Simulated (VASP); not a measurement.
Here is a VASP 6.6.1 calculation.

The input INCAR:

```
  ALGO = Normal
  EDIFF = 1E-7
  ENCUT = 520
  GGA = PE
  ISIF = 2
  ISMEAR = 0
  LASPH = T
  LCHARG = F
  LREAL = F
  LWAVE = F
  NBANDS = 10
  NELM = 100
  PREC = Accurate
  SIGMA = 0.1
```

KPOINTS

```
k-points
0
Gamma
  12 12 18
```

Contents of POSCAR:

```
I
1.0
    2.4507032831     -4.4706388677     -0.1275789479
    2.4507032831      4.4706388677     -0.1275789479
   -1.6858423321      0.0000000000      2.4305709301
I
1
Direct
    0.5000000000      0.5000000000      0.5000000000
```

Potentials or basis: VASP PAW PBE potentials, release 64 (I).

Launch:

```console
$ cat potpaw_PBE.64/I/POTCAR > POTCAR
$ mpirun -np 1 vasp_std > vasp.out
```

(1) Estimate the band gap on the k mesh.

(2) What does it give for the pressure?

## Answers

(1) zero (an odd number of electrons rules out a gap without spin polarisation).

(2) 0.0 GPa.

Caveat: spin-orbit coupling is left out, which moves the levels of the heavy elements; an odd number of electrons without spin polarisation forces a metal; a magnetic or distorted state may lie lower.
